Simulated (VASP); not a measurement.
A run of VASP 6.6.1 is set up as follows.

Contents of INCAR:

```
SYSTEM = MgO
PREC = Accurate
ENCUT = 520
EDIFF = 1E-8
ISMEAR = 0
SIGMA = 0.01
LREAL = .False.
LASPH = .True.
NELM = 80
ALGO = Normal
ISIF = 2
LWAVE = .False.
LCHARG = .False.
GGA = PS
IBRION = 8
NSW = 1
```

Contents of KPOINTS:

```
regular mesh
0
Gamma
  10 10 10
  0 0 0
```

The input POSCAR:

```
MgO
1.0
    2.0983923872      2.0983923872      0.0000000000
   -2.0983923872      2.0983923872      0.0000000000
    0.0000000000      2.0983923872      2.0983923872
Mg O
1 1
Direct
    0.0000000000      0.0000000000      0.0000000000
    0.5000000000      0.5000000000      0.0000000000
```

Potentials or basis: VASP PAW PBE potentials, release 64 (Mg, O).

The run is started by

```bash
$ cat potpaw_PBE.64/Mg/POTCAR potpaw_PBE.64/O/POTCAR > POTCAR
$ mpirun -np 1 vasp_std > vasp.out
```

Estimate the highest phonon frequency at Γ, LO-TO splitting left out.

402 cm⁻¹.

Phonon frequencies in cm⁻¹ (negative: imaginary):
```
              q point        frequencies
(0.000, 0.000, 0.000)  0 0 0 402 402 402
```

Caveat: the cell stands under pressure or tension, which shifts response properties.
